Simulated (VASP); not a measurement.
# Rh (Cmcm) in VASP: notebook

Runs on Rh. Level: LDA. Tasks: single point.

All numbers are computed with VASP 6.6.1; they aren't measurements. Logs are shortened: lines on timing, memory, paths and dates and some standing lists are left out, and cuts for length are marked.

### 1 The cell of the first run

The structure is orthorhombic, space group Cmcm (No. 63). The conventional cell has a = 2.755 Å, b = 4.096 Å, c = 9.302 Å, α = 90.00°, β = 90.00°, γ = 90.00°. Rh (site symmetry 2/m) has 12 Rh at 2.47 to 2.79 Å within 3.3 Å. Within 3.3 Å of Rh (site symmetry m2m) lie 12 Rh at 2.47 to 2.79 Å.

### 2 Single point, LDA

Contents of INCAR:

```
SYSTEM = Rh
PREC     = Accurate       ! precision mode
ENCUT    = 520            ! plane-wave cutoff, eV
EDIFF    = 1E-7           ! SCF threshold, eV
ISMEAR   = 0              ! smearing method
SIGMA    = 0.15           ! smearing width, eV
LREAL    = .FALSE.        ! projectors in reciprocal space
LASPH    = .TRUE.         ! aspherical terms in the spheres
NELM     = 60             ! most SCF steps
ALGO     = Fast           ! electronic algorithm
ISIF     = 2              ! what is computed and relaxed
LWAVE    = .FALSE.        ! write WAVECAR
LCHARG   = .FALSE.        ! write CHGCAR
NBANDS   = 38             ! bands
```

Contents of KPOINTS:

```
regular mesh
0
G
  18 18 6
  0 0 0
```

Contents of POSCAR:

```
Rh
1.0
    2.7546463345      0.0000000000      0.0000000000
   -1.3773231672      2.0482300452      0.0000000000
    0.0000000000      0.0000000000      9.3021638489
Rh
4
Direct
    0.0000000000      0.0000000000      0.0000000000
    0.3333333333      0.6666666667      0.2500000000
    0.0000000000      0.0000000000      0.5000000000
    0.6666666667      0.3333333333      0.7500000000
```

Potentials or basis: VASP PAW LDA potentials, release 64 (Rh_pv).

Started as:

```console
$ cat potpaw_LDA.64/Rh_pv/POTCAR > POTCAR
$ mpirun -np 1 vasp_std > vasp.out
```

OUTCAR:

```text
SYSTEM = Rh
   PREC = Accurate
   ENCUT = 520
   EDIFF = 1E-7
   ISMEAR = 0
   LREAL = .FALSE.
   LASPH = .TRUE.
   NELM = 60
   ISIF = 2

 ion  position               nearest neighbor table
   1  0.000  0.000  0.000-   2 2.70   4 2.70   4 2.79   2 2.79   4 2.79   2 2.79
   2  0.333  0.667  0.250-   1 2.70   3 2.70   1 2.79   3 2.79   1 2.79   3 2.79
   3  0.000  0.000  0.500-   2 2.70   4 2.70   4 2.79   2 2.79   4 2.79   2 2.79
   4  0.667  0.333  0.750-   1 2.70   3 2.70   1 2.79   3 2.79   1 2.79   3 2.79

  Warning from LATTYP: Monoclinic adjustment (A1->A3, A2->A1, A3->A2)!
  LATTYP: Found a base centered orthorhombic cell.
 ALAT       =     2.7546463345
 B/A-ratio  =     1.4871092667
 C/A-ratio  =     3.3768995070

  Lattice vectors:

 A1 = (   1.3773231672,  -2.0482300452,   0.0000000000)
 A2 = (   1.3773231673,   2.0482300452,   0.0000000000)
 A3 = (   0.0000000000,   0.0000000000,   9.3021638489)

Analysis of symmetry for initial positions (statically):
=====================================================================
 Subroutine PRICEL returns:
 Original cell was already a primitive cell.

 Routine SETGRP: Setting up the symmetry group for a
 base centered orthorhombic supercell.

 Subroutine GETGRP returns: Found  8 space group operations
 (whereof  4 operations were pure point group operations)
 out of a pool of  8 trial point group operations.

The static configuration has the point symmetry C_2h.
 The point group associated with its full space group is D_2h.

Analysis of symmetry for dynamics (positions and initial velocities):
=====================================================================
 Subroutine PRICEL returns:
 Original cell was already a primitive cell.

 Routine SETGRP: Setting up the symmetry group for a
 base centered orthorhombic supercell.

 Subroutine GETGRP returns: Found  8 space group operations
 (whereof  4 operations were pure point group operations)
 out of a pool of  8 trial point group operations.

The dynamic configuration has the point symmetry C_2h.
 The point group associated with its full space group is D_2h.

 Subroutine INISYM returns: Found  8 space group operations
 (whereof  4 operations are pure point group operations),
 and found     1 'primitive' translations

----------------------------------------------------------------------------------------

                                     Primitive cell

  volume of cell :      52.4842

  direct lattice vectors                    reciprocal lattice vectors
     2.754646334  0.000000000  0.000000000     0.363023009  0.244113205  0.000000000
    -1.377323167  2.048230045  0.000000000     0.000000000  0.488226409  0.000000000
     0.000000000  0.000000000  9.302163849     0.000000000  0.000000000  0.107501869

  length of vectors
     2.754646334  2.468251491  9.302163849     0.437466526  0.488226409  0.107501869

  position of ions in fractional coordinates (direct lattice)
     0.000000000  0.000000000  0.000000000
     0.333333333  0.666666667  0.250000000
     0.000000000  0.000000000  0.500000000
     0.666666667  0.333333333  0.750000000

  ion indices of the primitive-cell ions
   primitive index   ion index
                 1           1
                 2           2
                 3           3
                 4           4

----------------------------------------------------------------------------------------

 KPOINTS: regular mesh

Automatic generation of k-mesh.
 Grid dimensions read from file:
 generate k-points for:   18   18    6

 Generating k-lattice:

  Cartesian coordinates                     Fractional coordinates (reciprocal lattice)
     0.020167945  0.013561845  0.000000000     0.055555556  0.000000000  0.000000000
     0.000000000  0.027123689  0.000000000     0.000000000  0.055555556  0.000000000
     0.000000000  0.000000000  0.017916978     0.000000000  0.000000000  0.166666667

  Length of vectors
     0.024303696  0.027123689  0.017916978

  Shift w.r.t. Gamma in fractional coordinates (k-lattice)
     0.000000000  0.000000000  0.000000000

 Subroutine IBZKPT returns following result:
 ===========================================

 Found    364 irreducible k-points:

 Following reciprocal coordinates:
            Coordinates               Weight
  0.000000  0.000000  0.000000      1.000000
  0.055556  0.000000  0.000000      4.000000
  0.111111  0.000000  0.000000      4.000000
  0.166667  0.000000  0.000000      4.000000
  0.222222  0.000000  0.000000      4.000000
  0.277778  0.000000  0.000000      4.000000
[... 16 lines left out ...]
 -0.333333  0.055556  0.000000      4.000000
 -0.277778  0.055556  0.000000      4.000000
 [... further k-points ...]
   k-points           NKPTS =    364   k-points in BZ     NKDIM =    364   number of bands    NBANDS=     38
   number of dos      NEDOS =    301   number of ions     NIONS =      4
   total plane-waves  NPLWV =  25200
   dimension x,y,z NGX =    20 NGY =   18 NGZ =   70
   dimension x,y,z NGXF=    40 NGYF=   36 NGZF=  140
   ions per type =               4
   NGX,Y,Z   is equivalent  to a cutoff of  12.07, 12.12, 12.51 a.u.
   NGXF,Y,Z  is equivalent  to a cutoff of  24.14, 24.25, 25.02 a.u.
 SYSTEM =  Rh
   PREC   = accura    normal or accurate (medium, high low for compatibility)
   ISTART =      0    job   : 0-new  1-cont  2-samecut
   ICHARG =      2    charge: 1-file 2-atom 10-const
   ISPIN  =      1    spin polarized calculation?
   LNONCOLLINEAR =      F non collinear calculations
   LSORBIT =      F    spin-orbit coupling
   LASPH  =      T    aspherical Exc in radial PAW
   ENCUT  =  520.0 eV  38.22 Ry    6.18 a.u.   5.12  4.59 17.30*2*pi/ulx,y,z
   NELM   =     60;   NELMIN=  2; NELMDL= -5     # of ELM steps
   EDIFF  = 0.1E-06   stopping-criterion for ELM
   LREAL  =      F    real-space projection
   EDIFFG = 0.1E-05   stopping-criterion for IOM
   NSW    =      0    number of steps for IOM
   IBRION =     -1    ionic relax: 0-MD 1-quasi-New 2-CG
   NFREE  =      0    steps in history (QN), initial steepest desc. (CG)
   ISIF   =      2    stress and relaxation
   ISYM   =      2    0-nonsym 1-usesym 2-fastsym
   POTIM  = 0.5000    time-step for ionic-motion
   TEBEG  =    0.0;   TEEND  =   0.0 temperature during run
   PSTRESS=    0.0 pullay stress
   NELECT =      60.0000    total number of electrons
   NUPDOWN=      -1.0000    fix difference up-down
   EMIN   =  10.00;   EMAX   =-10.00  energy-range for DOS
   EFERMI =   0.00;   METHOD = LEGACY
   ISMEAR =     0;   SIGMA  =   0.15  broadening in eV -4-tet -1-fermi 0-gaus
   EFERMI_NEDOS =   21; number of points for ismear=-14 and -15
   IALGO  =     68    algorithm
   IMIX   =      4    mixing-type and parameters
     AMIX     =   0.40;   BMIX     =  1.00
     AMIX_MAG =   1.60;   BMIX_MAG =  1.00
  volume/ion in A,a.u.               =      13.12        88.55
  Fermi-wavevector in a.u.,A,eV,Ry     =   1.711784  3.234803 39.867870  2.930206
  Thomas-Fermi vector in A             =   2.789834
   LORBIT       =      0    0 simple, 1 ext, 2 COOP (PROOUT), +10 PAW based schemes
   GGA     = CA    functional components
   LHFCALC =     F    Hartree Fock is set to
   AEXX    =    0.0000 exact exchange contribution
   IVDW    =     0    specifies the selected vdW correction
   LEPSILON=     F    determine dielectric tensor
   LRPA    =     F    only Hartree local field effects (RPA)
 non-spin polarized calculation
 RMM-DIIS sequential band-by-band and
 Gauss-broadening in eV      SIGMA  =   0.15
  energy-cutoff  :      520.00
  volume of cell :       52.48
 maximum number of plane-waves:      1442
   NGX = 11   NGY =  9   NGZ = 35

 number of electron      59.9999991 magnetization

 Free energy of the ion-electron system (eV)
  ---------------------------------------------------
  ext. energy  EPLUGINS =         0.00000000
  ---------------------------------------------------
  free energy    TOTEN  =       -33.32748308 eV

  energy without entropy =      -33.26185760  energy(sigma->0) =      -33.29467034

 E-fermi :  12.5683     XC(G=0): -14.6219

 val. band max:       12.5681337745   @ k =   0.1111   0.1667   0.5000
 cond. band min:      12.5690596954   @ k =   0.1667   0.0000   0.0000
 fundamental gap:      0.0009259209
 Fermi energy:        12.5683062963

 k-point     1 :       0.0000    0.0000    0.0000
  band No.  band energies     occupation
      1     -34.2942      2.00000
      2     -33.9805      2.00000
      3     -33.9686      2.00000
      4     -33.6418      2.00000
      5     -33.6272      2.00000
      6     -33.6044      2.00000
[... 30 lines left out ...]
     37      19.9774      0.00000
     38      25.8508      0.00000

 k-point     2 :       0.0556    0.0000    0.0000
  band No.  band energies     occupation
      1     -34.2865      2.00000
      2     -33.9790      2.00000
      3     -33.9667      2.00000
      4     -33.6474      2.00000
      5     -33.6421      2.00000
      6     -33.6233      2.00000
[... 30 lines left out ...]
     37      19.9645      0.00000
     38      25.9558      0.00000

 k-point     3 :       0.1111    0.0000    0.0000
  band No.  band energies     occupation
      1     -34.2644      2.00000
      2     -33.9774      2.00000
      3     -33.9635      2.00000
      4     -33.7283      2.00000
      5     -33.6915      2.00000
      6     -33.6826      2.00000
[... 30 lines left out ...]
     37      19.9303      0.00000
     38      26.2583      0.00000

 k-point     4 :       0.1667    0.0000    0.0000
  band No.  band energies     occupation
      1     -34.2307      2.00000
      2     -33.9917      2.00000
      3     -33.9734      2.00000
      4     -33.8620      2.00000
      5     -33.8148      2.00000
      6     -33.7878      2.00000
[... 30 lines left out ...]
     37      19.8882      0.00000
     38      26.6346      0.00000
[... 703 lines left out ...]
      4     -34.3299      2.00000
      5     -34.0316      2.00000
      6     -33.8480      2.00000
[... 30 lines left out ...]
     37      20.4476      0.00000
     38      23.1584      0.00000

 k-point    23 :      -0.3333    0.0556    0.0000
  band No.  band energies     occupation
      1     -34.2524      2.00000
      2     -34.2450      2.00000
      3     -34.2108      2.00000
      4     -34.1745      2.00000
      5     -34.0776      2.00000
      6     -33.8551      2.00000
[... 30 lines left out ...]
     37      19.9618      0.00000
     38      24.7906      0.00000

 k-point    24 :      -0.2778    0.0556    0.0000
  band No.  band energies     occupation
      1     -34.1807      2.00000
      2     -34.0938      2.00000
      3     -34.0566      2.00000
      4     -34.0494      2.00000
      5     -34.0052      2.00000
      6     -33.8517      2.00000
[... 30 lines left out ...]
     37      19.8789      0.00000
     38      26.5293      0.00000

 [... further k-points ...]

------------------------ aborting loop because EDIFF is reached ----------------------------------------

  FORCE on cell =-STRESS in cart. coord.  units (eV):
  Direction    XX          YY          ZZ          XY          YZ          ZX
  --------------------------------------------------------------------------------------
  -------------------------------------------------------------------------------------
  Total        1.3296828     19.9005944     -6.4309498      0.0000000      0.0000000      0.0000000
  in kB       40.5910308    607.5024930   -196.3166494      0.0000000      0.0000000      0.0000000
  external PRESSURE =     150.5922915 kB  Pullay stress =       0.0000000 kB

 VOLUME and BASIS-vectors are now :
 -----------------------------------------------------------------------------
  energy-cutoff  :      520.00
  volume of cell :       52.48
      direct lattice vectors                 reciprocal lattice vectors
     2.754646334  0.000000000  0.000000000     0.363023009  0.244113205  0.000000000
    -1.377323167  2.048230045  0.000000000     0.000000000  0.488226409  0.000000000
     0.000000000  0.000000000  9.302163849     0.000000000  0.000000000  0.107501869

 POSITION                                       TOTAL-FORCE (eV/Angst)
 -----------------------------------------------------------------------------------
      0.00000      0.00000      0.00000         0.000000      0.000000      0.000000
     -0.00000      1.36549      2.32554         0.000000      0.205673     -0.000000
      0.00000      0.00000      4.65108         0.000000      0.000000      0.000000
      1.37732      0.68274      6.97662        -0.000000     -0.205673      0.000000
 -----------------------------------------------------------------------------------
    total drift:                                0.000000     -0.000000      0.000000

  FREE ENERGIE OF THE ION-ELECTRON SYSTEM (eV)
  ---------------------------------------------------
  free  energy   TOTEN  =       -33.3274830803 eV

  energy  without entropy=      -33.2618575971  energy(sigma->0) =      -33.29467034
```

Run time: 6.8 min. Hardware: 1 thread of Intel Xeon Platinum 8488C (Sapphire Rapids), shared host; peak memory 0.54 GiB.

What came out:

```yaml
Free_energy: -33.3275 eV
Pressure: 15.1 GPa
Largest_force: 0.206 eV/Å
Band_gap_on_the_k_mesh: zero (bands 30 and 31 overlap by 3.34 eV)
```

Forces in eV/Å, atoms in the order of the input:
```
Rh   0.000  0.000  0.000
Rh   0.000  0.206  0.000
Rh   0.000  0.000  0.000
Rh   0.000 -0.206  0.000
```

Caveat: the cell differs from its parent crystal (strain +e along x and -e along y +0.0733, strain +e along z and -e/2 along x and y +0.0733); the stress differs along the axes, from -20 to 61 GPa.

### 3 Single point, LDA

This run uses another cell than the first one, of the same volume but with other edges.

Contents of INCAR:

```
  PREC = Accurate
  ENCUT = 520
  EDIFF = 1E-6
  ISMEAR = 0
  SIGMA = 0.15
  LREAL = F
  LASPH = T
  NELM = 100
  ALGO = Fast
  ISIF = 2
  LWAVE = F
  LCHARG = F
  GGA = CA
  NBANDS = 38
```

Contents of KPOINTS:

```
regular mesh
0
Gamma
  18 18 6
```

Contents of POSCAR:

```
Rh
1.0
    2.5598693352      0.0000000000      0.0000000000
   -1.2799346676      2.5542755336      0.0000000000
    0.0000000000      0.0000000000      8.0315990299
Rh
4
Direct
    0.0000000000      0.0000000000      0.0000000000
    0.3333333333      0.6666666667      0.2500000000
    0.0000000000      0.0000000000      0.5000000000
    0.6666666667      0.3333333333      0.7500000000
```

Potentials or basis: VASP PAW LDA potentials, release 64 (Rh_pv).

Started as:

```console
$ cat potpaw_LDA.64/Rh_pv/POTCAR > POTCAR
$ mpirun -np 1 vasp_std > vasp.out
```

It took 6.8 min on 1 thread of Intel Xeon Platinum 8488C (Sapphire Rapids), shared host; peak memory 0.54 GiB.

It converged, with:

```
Free energy            : -33.7506 eV
Pressure               : 12.9 GPa
Largest force          : 0.557 eV/Å
Band gap on the k mesh : zero (bands 30 and 31 overlap by 2.27 eV)
```

Forces in eV/Å, atoms in the order of the input:
```
Rh   0.000  0.000  0.000
Rh   0.000 -0.557  0.000
Rh   0.000  0.000  0.000
Rh   0.000  0.557  0.000
```

Stress tensor (GPa, compression positive):
```
 22.69   0.00   0.00
  0.00 -15.69   0.00
  0.00   0.00  31.66
```

Levels at points of the mesh, in eV from the Fermi level:
```
           k point  band 26  band 27  band 28  band 29  band 30  band 31  band 32  band 33  band 34  band 35
(0.00, 0.00, 0.00)    -2.21    -1.83    -1.82    -1.65    -1.23    -1.03    -0.39     0.22     0.57     1.04
(0.50, 0.00, 0.00)    -0.11    -0.08     0.17     0.37     1.12     1.25     1.39     1.51     2.79     4.89
(0.00, 0.50, 0.00)     0.08     0.16     0.21     0.24     0.54     0.65     0.66     1.39     1.44     3.40
(0.00, 0.00, 0.50)    -2.31    -1.58    -1.58    -0.69    -0.69    -0.41    -0.41     0.01     0.01     0.49
(0.50, 0.00, 0.50)    -0.98    -0.23    -0.23     0.19     0.19     0.58     0.58     3.34     3.34     4.89
(0.00, 0.50, 0.50)    -1.28    -0.04    -0.04     0.15     0.15     0.74     0.74     2.07     2.07     3.40
```

Caveat: the cell differs from its parent crystal (strain +e along x and -e along y -0.0733, strain +e along z and -e/2 along x and y -0.0733); the stress differs along the axes, from -16 to 32 GPa.

(Continued in part 2 of 2.)
